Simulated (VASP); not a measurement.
# NaF (F-43m) in VASP: further runs

NaF is run at these levels: PBE; tasks: single point.

Everything below comes from runs of VASP 6.6.1. Logs are shortened: lines on timing, memory, paths and dates and some standing lists are left out, and cuts for length are marked.

**1. The cell of the first run**

The structure is cubic, space group F-43m (No. 216). Conventional cell: a = 4.888 Å, b = 4.888 Å, c = 4.888 Å, α = 90.00°, β = 90.00°, γ = 90.00°. Within 2.8 Å of Na (site symmetry -43m) lie 4 F at 2.12 Å. F (site symmetry -43m) has 4 Na at 2.12 Å within 2.8 Å.

**2. Single point, PBE (volume changed by -10%)**

File INCAR:

```
PREC = Accurate ; ENCUT = 600
EDIFF = 1E-6 ; ISMEAR = 0
SIGMA = 0.01 ; LREAL = F
LASPH = T ; NELM = 120
ALGO = Normal ; ISIF = 2
LWAVE = F ; LCHARG = F
GGA = PE ; NBANDS = 14
GGA_COMPAT = F
```

File KPOINTS:

```
Automatic mesh
0
Gamma
  4 4 4
```

File POSCAR:

```
NaF
1.0
    0.0000000000      2.4439059757      2.4439059757
    2.4439059757      0.0000000000      2.4439059757
    2.4439059757      2.4439059757      0.0000000000
Na F
1 1
Direct
    0.0000000000      0.0000000000      0.0000000000
    0.2500000000      0.2500000000      0.2500000000
```

Potentials or basis: VASP PAW PBE potentials, release 64 (Na_pv, F).

Run with:

```bash
cat potpaw_PBE.64/Na_pv/POTCAR potpaw_PBE.64/F/POTCAR > POTCAR
mpirun -np 1 vasp_std > vasp.out
```

OUTCAR:

```text
PREC = Accurate
   ENCUT = 600
   EDIFF = 1E-6
   ISMEAR = 0
   LREAL = F
   LASPH = T
   NELM = 120
   ISIF = 2
   GGA = PE

 ion  position               nearest neighbor table
   1  0.000  0.000  0.000-   2 2.12   2 2.12   2 2.12   2 2.12
   2  0.250  0.250  0.250-   1 2.12   1 2.12   1 2.12   1 2.12

  LATTYP: Found a face centered cubic cell.
 ALAT       =     4.8878119514

  Lattice vectors:

 A1 = (   0.0000000000,   2.4439059757,   2.4439059757)
 A2 = (   2.4439059757,   0.0000000000,   2.4439059757)
 A3 = (   2.4439059757,   2.4439059757,   0.0000000000)

Analysis of symmetry for initial positions (statically):
=====================================================================
 Subroutine PRICEL returns:
 Original cell was already a primitive cell.

 Routine SETGRP: Setting up the symmetry group for a
 face centered cubic supercell.

 Subroutine GETGRP returns: Found 24 space group operations
 (whereof 24 operations were pure point group operations)
 out of a pool of 48 trial point group operations.

The static configuration has the point symmetry T_d .

Analysis of symmetry for dynamics (positions and initial velocities):
=====================================================================
 Subroutine PRICEL returns:
 Original cell was already a primitive cell.

 Routine SETGRP: Setting up the symmetry group for a
 face centered cubic supercell.

 Subroutine GETGRP returns: Found 24 space group operations
 (whereof 24 operations were pure point group operations)
 out of a pool of 48 trial point group operations.

The dynamic configuration has the point symmetry T_d .

 Subroutine INISYM returns: Found 24 space group operations
 (whereof 24 operations are pure point group operations),
 and found     1 'primitive' translations

----------------------------------------------------------------------------------------

                                     Primitive cell

  volume of cell :      29.1933

  direct lattice vectors                    reciprocal lattice vectors
     0.000000000  2.443905976  2.443905976    -0.204590522  0.204590522  0.204590522
     2.443905976  0.000000000  2.443905976     0.204590522 -0.204590522  0.204590522
     2.443905976  2.443905976  0.000000000     0.204590522  0.204590522 -0.204590522

  length of vectors
     3.456204976  3.456204976  3.456204976     0.354361179  0.354361179  0.354361179

  position of ions in fractional coordinates (direct lattice)
     0.000000000  0.000000000  0.000000000
     0.250000000  0.250000000  0.250000000

  ion indices of the primitive-cell ions
   primitive index   ion index
                 1           1
                 2           2

----------------------------------------------------------------------------------------

 KPOINTS: Automatic mesh

Automatic generation of k-mesh.
 Grid dimensions read from file:
 generate k-points for:    4    4    4

 Generating k-lattice:

  Cartesian coordinates                     Fractional coordinates (reciprocal lattice)
    -0.051147631  0.051147631  0.051147631     0.250000000  0.000000000  0.000000000
     0.051147631 -0.051147631  0.051147631     0.000000000  0.250000000  0.000000000
     0.051147631  0.051147631 -0.051147631     0.000000000  0.000000000  0.250000000

  Length of vectors
     0.088590295  0.088590295  0.088590295

  Shift w.r.t. Gamma in fractional coordinates (k-lattice)
     0.000000000  0.000000000  0.000000000

 Subroutine IBZKPT returns following result:
 ===========================================

 Found      8 irreducible k-points:

 Following reciprocal coordinates:
            Coordinates               Weight
  0.000000  0.000000  0.000000      1.000000
  0.250000  0.000000  0.000000      8.000000
  0.500000  0.000000  0.000000      4.000000
  0.250000  0.250000  0.000000      6.000000
  0.500000  0.250000  0.000000     24.000000
 -0.250000  0.250000  0.000000     12.000000
  0.500000  0.500000  0.000000      3.000000
 -0.250000  0.500000  0.250000      6.000000
   k-points           NKPTS =      8   k-points in BZ     NKDIM =      8   number of bands    NBANDS=     14
   number of dos      NEDOS =    301   number of ions     NIONS =      2
   total plane-waves  NPLWV =  21952
   dimension x,y,z NGX =    28 NGY =   28 NGZ =   28
   dimension x,y,z NGXF=    56 NGYF=   56 NGZF=   56
   ions per type =               1   1
   NGX,Y,Z   is equivalent  to a cutoff of  13.47, 13.47, 13.47 a.u.
   NGXF,Y,Z  is equivalent  to a cutoff of  26.94, 26.94, 26.94 a.u.
 SYSTEM =  unknown system
   PREC   = accura    normal or accurate (medium, high low for compatibility)
   ISTART =      0    job   : 0-new  1-cont  2-samecut
   ICHARG =      2    charge: 1-file 2-atom 10-const
   ISPIN  =      1    spin polarized calculation?
   LNONCOLLINEAR =      F non collinear calculations
   LSORBIT =      F    spin-orbit coupling
   LASPH  =      T    aspherical Exc in radial PAW
   ENCUT  =  600.0 eV  44.10 Ry    6.64 a.u.   6.90  6.90  6.90*2*pi/ulx,y,z
   NELM   =    120;   NELMIN=  2; NELMDL= -5     # of ELM steps
   EDIFF  = 0.1E-05   stopping-criterion for ELM
   LREAL  =      F    real-space projection
   EDIFFG = 0.1E-04   stopping-criterion for IOM
   NSW    =      0    number of steps for IOM
   IBRION =     -1    ionic relax: 0-MD 1-quasi-New 2-CG
   NFREE  =      0    steps in history (QN), initial steepest desc. (CG)
   ISIF   =      2    stress and relaxation
   ISYM   =      2    0-nonsym 1-usesym 2-fastsym
   POTIM  = 0.5000    time-step for ionic-motion
   TEBEG  =    0.0;   TEEND  =   0.0 temperature during run
   PSTRESS=    0.0 pullay stress
   NELECT =      14.0000    total number of electrons
   NUPDOWN=      -1.0000    fix difference up-down
   EMIN   =  10.00;   EMAX   =-10.00  energy-range for DOS
   EFERMI =   0.00;   METHOD = LEGACY
   ISMEAR =     0;   SIGMA  =   0.01  broadening in eV -4-tet -1-fermi 0-gaus
   EFERMI_NEDOS =   21; number of points for ismear=-14 and -15
   IALGO  =     38    algorithm
   IMIX   =      4    mixing-type and parameters
     AMIX     =   0.40;   BMIX     =  1.00
     AMIX_MAG =   1.60;   BMIX_MAG =  1.00
  volume/ion in A,a.u.               =      14.60        98.50
  Fermi-wavevector in a.u.,A,eV,Ry     =   1.281415  2.421523 22.341086  1.642024
  Thomas-Fermi vector in A             =   2.413786
   LORBIT       =      0    0 simple, 1 ext, 2 COOP (PROOUT), +10 PAW based schemes
   GGA     = PE    functional components
   LHFCALC =     F    Hartree Fock is set to
   AEXX    =    0.0000 exact exchange contribution
   IVDW    =     0    specifies the selected vdW correction
   LEPSILON=     F    determine dielectric tensor
   LRPA    =     F    only Hartree local field effects (RPA)
 non-spin polarized calculation
 Gauss-broadening in eV      SIGMA  =   0.01
  energy-cutoff  :      600.00
  volume of cell :       29.19
 maximum number of plane-waves:       992
   NGX = 13   NGY = 13   NGZ = 13

 number of electron      14.0000018 magnetization

 Free energy of the ion-electron system (eV)
  ---------------------------------------------------
  ext. energy  EPLUGINS =         0.00000000
  ---------------------------------------------------
  free energy    TOTEN  =        -8.29109686 eV

  energy without entropy =       -8.29109686  energy(sigma->0) =       -8.29109686

 E-fermi :  -2.9956     XC(G=0):  -8.1759

 val. band max:       -3.0731363011   @ k =   0.0000   0.0000   0.0000
 cond. band min:       2.9065878234   @ k =   0.0000   0.0000   0.0000
 fundamental gap:      5.9797241245
 Fermi energy:        -2.9956183976

 k-point     1 :       0.0000    0.0000    0.0000
  band No.  band energies     occupation
      1     -21.9128      2.00000
      2     -21.5640      2.00000
      3     -21.5640      2.00000
      4     -21.5640      2.00000
      5      -3.0731      2.00000
      6      -3.0731      2.00000
      7      -3.0731      2.00000
      8       2.9066      0.00000
      9      17.3599      0.00000
     10      17.3599      0.00000
     11      17.3599      0.00000
     12      19.0151      0.00000
     13      19.0151      0.00000
     14      19.0151      0.00000

 k-point     2 :       0.2500    0.0000    0.0000
  band No.  band energies     occupation
      1     -22.3226      2.00000
      2     -21.5728      2.00000
      3     -21.5728      2.00000
      4     -21.1167      2.00000
      5      -3.6275      2.00000
      6      -3.0894      2.00000
      7      -3.0894      2.00000
      8       4.5302      0.00000
      9      12.6837      0.00000
     10      15.8890      0.00000
     11      15.8890      0.00000
     12      18.6010      0.00000
     13      19.1141      0.00000
     14      19.1141      0.00000

 k-point     3 :       0.5000    0.0000    0.0000
  band No.  band energies     occupation
      1     -22.5310      2.00000
      2     -21.5815      2.00000
      3     -21.5815      2.00000
      4     -20.8731      2.00000
      5      -4.0302      2.00000
      6      -3.1060      2.00000
      7      -3.1060      2.00000
      8       7.4334      0.00000
      9       8.6078      0.00000
     10      14.9491      0.00000
     11      14.9491      0.00000
     12      18.6444      0.00000
     13      20.0939      0.00000
     14      20.0939      0.00000
[... 52 lines left out ...]
 k-point     7 :       0.5000    0.5000    0.0000
  band No.  band energies     occupation
      1     -22.6233      2.00000
      2     -21.6087      2.00000
      3     -21.6087      2.00000
      4     -20.7133      2.00000
      5      -3.9669      2.00000
      6      -3.2328      2.00000
      7      -3.2328      2.00000
      8       7.3122      0.00000
      9       9.5516      0.00000
     10      14.4182      0.00000
     11      15.1353      0.00000
     12      15.1353      0.00000
     13      18.0100      0.00000
     14      25.7703      0.00000

 k-point     8 :      -0.2500    0.5000    0.2500
  band No.  band energies     occupation
      1     -22.6097      2.00000
      2     -21.6327      2.00000
      3     -21.6099      2.00000
      4     -20.7037      2.00000
      5      -3.6204      2.00000
      6      -3.5843      2.00000
      7      -3.2733      2.00000
      8       7.9902      0.00000
      9       9.6259      0.00000
     10      12.7286      0.00000
     11      12.9244      0.00000
     12      19.8665      0.00000
     13      20.2735      0.00000
     14      21.5202      0.00000

------------------------ aborting loop because EDIFF is reached ----------------------------------------

  FORCE on cell =-STRESS in cart. coord.  units (eV):
  Direction    XX          YY          ZZ          XY          YZ          ZX
  --------------------------------------------------------------------------------------
  -------------------------------------------------------------------------------------
  Total        1.3446534      1.3446534      1.3446534      0.0000000      0.0000000      0.0000000
  in kB       73.7967892     73.7967892     73.7967892      0.0000000      0.0000000      0.0000000
  external PRESSURE =      73.7967892 kB  Pullay stress =       0.0000000 kB

 VOLUME and BASIS-vectors are now :
 -----------------------------------------------------------------------------
  energy-cutoff  :      600.00
  volume of cell :       29.19
      direct lattice vectors                 reciprocal lattice vectors
     0.000000000  2.443905976  2.443905976    -0.204590522  0.204590522  0.204590522
     2.443905976  0.000000000  2.443905976     0.204590522 -0.204590522  0.204590522
     2.443905976  2.443905976  0.000000000     0.204590522  0.204590522 -0.204590522

 POSITION                                       TOTAL-FORCE (eV/Angst)
 -----------------------------------------------------------------------------------
      0.00000      0.00000      0.00000        -0.000000     -0.000000     -0.000000
      1.22195      1.22195      1.22195         0.000000      0.000000      0.000000
 -----------------------------------------------------------------------------------
    total drift:                                0.000000      0.000000      0.000000

  FREE ENERGIE OF THE ION-ELECTRON SYSTEM (eV)
  ---------------------------------------------------
  free  energy   TOTEN  =        -8.2910968574 eV

  energy  without entropy=       -8.2910968574  energy(sigma->0) =       -8.29109686
```

Wall time 3.9 s (1 thread of Intel Xeon Platinum 8375C at 2.90GHz (Ice Lake), shared host); peak memory 0.14 GiB.

Results:

```
Free energy            : -8.2911 eV
Pressure               : 7.4 GPa
Band gap on the k mesh : 5.98 eV, direct
```

Caveat: the k points lie up to 0.56 Å⁻¹ apart.

**3. Single point, PBE (volume changed by -5%)**

File INCAR:

```
ALGO = Normal
EDIFF = 1E-6
ENCUT = 600
GGA = PE
GGA_COMPAT = F
ISIF = 2
ISMEAR = 0
LASPH = T
LCHARG = T
LELF = T
LREAL = F
LVHAR = T
LWAVE = F
NBANDS = 14
NELM = 120
PREC = Accurate
SIGMA = 0.01
```

File KPOINTS:

```
k-points
0
Gamma
  4 4 4
```

File POSCAR:

```
NaF
1.0
    0.0000000000      2.4883503383      2.4883503383
    2.4883503383      0.0000000000      2.4883503383
    2.4883503383      2.4883503383      0.0000000000
Na F
1 1
Direct
    0.0000000000      0.0000000000      0.0000000000
    0.2500000000      0.2500000000      0.2500000000
```

Potentials or basis: VASP PAW PBE potentials, release 64 (Na_pv, F).

Run with:

```bash
cat potpaw_PBE.64/Na_pv/POTCAR potpaw_PBE.64/F/POTCAR > POTCAR
mpirun -np 1 vasp_std > vasp.out
```

OUTCAR:

```text
EDIFF = 1E-6
   ENCUT = 600
   GGA = PE
   ISIF = 2
   ISMEAR = 0
   LASPH = T
   LREAL = F
   NELM = 120
   PREC = Accurate

 ion  position               nearest neighbor table
   1  0.000  0.000  0.000-   2 2.15   2 2.15   2 2.15   2 2.15
   2  0.250  0.250  0.250-   1 2.15   1 2.15   1 2.15   1 2.15

  LATTYP: Found a face centered cubic cell.
 ALAT       =     4.9767006766

  Lattice vectors:

 A1 = (   0.0000000000,   2.4883503383,   2.4883503383)
[... 303 lines left out ...]
------------------------ aborting loop because EDIFF is reached ----------------------------------------

  FORCE on cell =-STRESS in cart. coord.  units (eV):
  Direction    XX          YY          ZZ          XY          YZ          ZX
  --------------------------------------------------------------------------------------
  -------------------------------------------------------------------------------------
  Total        0.8179668      0.8179668      0.8179668      0.0000000      0.0000000     -0.0000000
  in kB       42.5286569     42.5286569     42.5286569      0.0000000      0.0000000     -0.0000000
  external PRESSURE =      42.5286569 kB  Pullay stress =       0.0000000 kB

 VOLUME and BASIS-vectors are now :
 -----------------------------------------------------------------------------
  energy-cutoff  :      600.00
  volume of cell :       30.82
      direct lattice vectors                 reciprocal lattice vectors
     0.000000000  2.488350338  2.488350338    -0.200936336  0.200936336  0.200936336
     2.488350338  0.000000000  2.488350338     0.200936336 -0.200936336  0.200936336
     2.488350338  2.488350338  0.000000000     0.200936336  0.200936336 -0.200936336

 POSITION                                       TOTAL-FORCE (eV/Angst)
 -----------------------------------------------------------------------------------
      0.00000      0.00000      0.00000        -0.000000      0.000000      0.000000
      1.24418      1.24418      1.24418         0.000000     -0.000000     -0.000000
 -----------------------------------------------------------------------------------
    total drift:                                0.000000      0.000000      0.000000

  FREE ENERGIE OF THE ION-ELECTRON SYSTEM (eV)
  ---------------------------------------------------
  free  energy   TOTEN  =        -8.3523082629 eV

  energy  without entropy=       -8.3523082629  energy(sigma->0) =       -8.35230826
```

OSZICAR:

```text
N       E                     dE             d eps       ncg     rms          rms(c)
DAV:   1     0.119540847769E+03    0.11954E+03   -0.79470E+03   224   0.119E+03
DAV:   2    -0.249700127832E+01   -0.12204E+03   -0.11481E+03   254   0.374E+02
DAV:   3    -0.944693091772E+01   -0.69499E+01   -0.69375E+01   266   0.756E+01
DAV:   4    -0.952930242679E+01   -0.82372E-01   -0.82357E-01   248   0.932E+00
DAV:   5    -0.953035698803E+01   -0.10546E-02   -0.10545E-02   296   0.987E-01    0.606E+00
DAV:   6    -0.835511904154E+01    0.11752E+01   -0.41234E+00   302   0.171E+01    0.204E+00
DAV:   7    -0.833957786523E+01    0.15541E-01   -0.36369E-02   230   0.203E+00    0.119E+00
DAV:   8    -0.835026133237E+01   -0.10683E-01   -0.42295E-02   230   0.318E+00    0.201E-01
DAV:   9    -0.835247796839E+01   -0.22166E-02   -0.73575E-03   254   0.948E-01    0.163E-01
DAV:  10    -0.835230395115E+01    0.17402E-03   -0.26929E-03   254   0.690E-01    0.191E-02
DAV:  11    -0.835230242371E+01    0.15274E-05   -0.59962E-05   254   0.905E-02    0.675E-03
DAV:  12    -0.835230887241E+01   -0.64487E-05   -0.20459E-05   242   0.411E-02    0.731E-03
DAV:  13    -0.835230826291E+01    0.60949E-06   -0.25523E-06   278   0.150E-02
   1 F= -.83523083E+01 E0= -.83523083E+01  d E =-.415248E-79
```

stdout:

```text
POSCAR found type information on POSCAR NaF
 POSCAR found :  2 types and       2 ions
 scaLAPACK will be used
 LDA part: xc-table for (Slater+PW92), standard interpolation
 POSCAR, INCAR and KPOINTS ok, starting setup
 FFT: planning ... GRIDC
 FFT: planning ... GRID_SOFT
 FFT: planning ... GRID
 WAVECAR not read
 entering main loop
```

Run time: 4.3 s. Hardware: 1 thread of Intel Xeon Platinum 8375C at 2.90GHz (Ice Lake), shared host; peak memory 0.14 GiB.

Results:

```yaml
Free_energy: -8.3523 eV
Pressure: 4.3 GPa
Band_gap_on_the_k_mesh: 5.79 eV, direct
```

Caveat: the k points lie up to 0.55 Å⁻¹ apart.

(Continued in part 2 of 2.)
